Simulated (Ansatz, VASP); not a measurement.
## MnS: VASP beside Ansatz

The input INCAR:

```
PREC     = Accurate       # precision mode
ENCUT    = 520            # plane-wave cutoff, eV
EDIFF    = 1E-6           # SCF threshold, eV
ISMEAR   = -1             # smearing method
SIGMA    = 0.05           # smearing width, eV
LREAL    = False          # projectors in reciprocal space
LASPH    = True           # aspherical terms in the spheres
NELM     = 150            # most SCF steps
ALGO     = Normal         # electronic algorithm
ISIF     = 2              # what is computed and relaxed
LWAVE    = False          # write WAVECAR
LCHARG   = False          # write CHGCAR
ISPIN    = 2              # spin polarisation
MAGMOM   = 1 0            # initial moments
LORBIT   = 11             # projections on sites
NUPDOWN  = 1.0            # fixed moment
LMAXMIX  = 4              # l up to which the mixer works
GGA      = PE             # functional
NBANDS   = 20             # bands
```

KPOINTS

```
Automatic mesh
0
Gamma
  8 8 8
```

Contents of POSCAR:

```
MnS
1.0
    0.0000000000      2.4734634191      2.4734634191
    2.4734634191      0.0000000000      2.4734634191
    2.4734634191      2.4734634191      0.0000000000
Mn S
1 1
Direct
    0.0000000000      0.0000000000      0.0000000000
    0.7500000000      0.7500000000      0.7500000000
```

The input input.yaml:

```yaml
crystal:
  lattice:
    - [0.0, 2.4734634191, 2.4734634191]
    - [2.4734634191, 0.0, 2.4734634191]
    - [2.4734634191, 2.4734634191, 0.0]
  atoms:
    - { symbol: Mn, position: [0.0, 0.0, 0.0], spin: 1.0 }
    - { symbol: S, position: [0.75, 0.75, 0.75] }
hamiltonian:
  xc: pbe
  pseudopotentials: { kind: paw }
magnetization:
  spin_polarized: true
  initial_magnetization: 1.0
  spin_locking: { lock_magnetization: hard }
kpoints:
  mp_grid: { grid: [8, 8, 8] }
scf:
  occupations: { method: fermi_dirac, width: 0.05 }
  lower_state_search: "off"
output:
  forces: true
  stress: true
  eigenvalues: true
```

Alike in both runs: task single point; functional PBE; k mesh 8 × 8 × 8; occupations fermi-dirac, width 0.05 eV; collinear spin; fixed moment 1 μB.

|  | VASP | Ansatz |
| --- | --- | --- |
| version | VASP 6.6.1 | Ansatz 0.2.0 |
| potentials or method | VASP PAW PBE potentials, release 64 (Mn_pv, S) | Ansatz PAW |
| plane-wave cutoff (eV) | 520 | 420 |
| valence electrons in the cell | 19 | 21 |

|  | VASP | Ansatz | Ansatz less VASP |
| --- | --- | --- | --- |
| pressure (GPa) | 5.7 | 5.6 | -0.06 |
| net moment per atom (μB) | 0.50 | 0.50 | 0.000 |
| size of the moment on the site where the two differ most (μB) | 0.98 | 0.89 | -0.094 |

Site moments also hang on the region over which each program counts them. With one functional, cell and mesh, what is left measures potentials, basis and numerics. VASP's potentials hold 19 valence electrons a cell and Ansatz's 21, so a difference there can come from the potentials and not from the codes.
